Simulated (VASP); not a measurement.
A run of VASP 6.6.1 is set up as follows.

File INCAR:

```
  PREC = Accurate
  ENCUT = 520
  EDIFF = 1E-6
  ISMEAR = 0
  SIGMA = 0.15
  LREAL = False
  LASPH = True
  NELM = 100
  ALGO = Fast
  ISIF = 2
  LWAVE = False
  LCHARG = True
  GGA = PE
  LELF = True
  LVHAR = True
  NBANDS = 12
```

The input KPOINTS:

```
regular mesh
0
Gamma
  24 24 24
```

File POSCAR:

```
V
1.0
    0.0000000000      1.7363133198      2.2572073157
    1.7363133198      0.0000000000      2.2572073157
    1.7363133198      1.7363133198      0.0000000000
V
1
Direct
    0.0000000000      0.0000000000      0.0000000000
```

Potentials or basis: VASP PAW PBE potentials, release 64 (V_sv).

Run with:

```console
$ cat potpaw_PBE.64/V_sv/POTCAR > POTCAR
$ mpirun -np 1 vasp_std > vasp.out
```

(1) Estimate the pressure.

## Answers

(1) 0.2 GPa.
